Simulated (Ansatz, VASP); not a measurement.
# MnSb in VASP and in Ansatz

```xyz
4
Lattice="4.1500 0.0000 0.0000 -2.0750 3.5940 0.0000 0.0000 0.0000 5.7800" Properties=species:S:1:pos:R:3 pbc="T T T"
Sb    2.0750    1.1980    4.3350
Sb    0.0000    2.3960    1.4450
Mn    0.0000    0.0000    2.8900
Mn    0.0000    0.0000    0.0000
```

Alike in both runs: functional LDA; k mesh 7 × 7 × 5; occupations fermi-dirac, width 0.05 eV; collinear spin; Hubbard terms Mn d U = 3.0 eV.

```csv
,VASP,Ansatz
version,VASP 6.6.1,Ansatz 0.2.0
potentials or method,"VASP PAW LDA potentials, release 64 (Sb, Mn_pv)",Ansatz PAW
plane-wave cutoff (eV),520,420
valence electrons in the cell,36,60
task,single point,band structure
```

Ansatz gave:

| Item | Value |
| --- | --- |
| gap on the k mesh at the Fermi level (eV) | none |
| pressure (GPa) | -1.0 |
| traceless stress, the component that is largest in VASP (GPa) | 0.80 |
| net moment per atom (μB) | 1.97 |
| size of the moment on the site where the two differ most (μB) | 4.01 |

**Question.** Estimate VASP's values.

**Answer.** gap on the k mesh at the Fermi level (eV): none; pressure (GPa): -2.0; traceless stress, the component that is largest in VASP (GPa): 0.64; net moment per atom (μB): 1.94; size of the moment on the site where the two differ most (μB): 3.95.

LDA's correlation is that of Perdew and Zunger in VASP and of Perdew and Wang (1992) in Ansatz. Site moments also hang on the region over which each program counts them. The programs project onto different local orbitals, so the same U acts differently, and such runs can settle in different states. A gap of «none» marks a metal or a gap that the smearing closes. VASP's potentials hold 36 valence electrons a cell and Ansatz's 60, so a difference there can come from the potentials and not from the codes.

Spin-orbit coupling is off throughout. Noted on Ansatz's run: the magnetic or orbital state may not be the lowest.
